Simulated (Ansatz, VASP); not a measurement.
**One calculation of Cl, two programs**

```xyz
4
Lattice="3.1556 -2.0267 0.0000 3.1556 2.0267 0.0000 0.0000 0.0000 8.2256" Properties=species:S:1:pos:R:3 pbc="T T T"
Cl    3.1556   -1.5331    4.9908
Cl    3.1556    1.5331    3.2348
Cl    3.1556   -0.4936    0.8780
Cl    3.1556    0.4936    7.3475
```

Change from the starting cell: hydrostatic strain +1.0%.

Alike in both runs: task single point; functional r2SCAN; k mesh 8 × 8 × 4; no spin polarisation.

|  | VASP | Ansatz |
| --- | --- | --- |
| version | VASP 6.6.1 | Ansatz 0.2.0 |
| potentials or method | VASP PAW PBE potentials, release 64 (Cl) | plane waves, PAW |
| plane-wave cutoff (eV) | 520 | 500 |
| occupations | gaussian, width 0.01 eV | fixed |
| valence electrons in the cell | 28 | 28 |

```csv
,VASP,Ansatz,Ansatz less VASP
gap on the k mesh at the Fermi level (eV),2.59,2.57,-0.029
pressure (GPa),-0.1,0.4,+0.47
"traceless stress, the component that is largest in VASP (GPa)",-0.71,-0.23,+0.476
rms of the force components (eV/Å),0.134,0.025,-0.1088
```

VASP's potentials were made for PBE, not for r2SCAN. Atom by atom the forces differ by 0.109 eV/Å (rms over components).
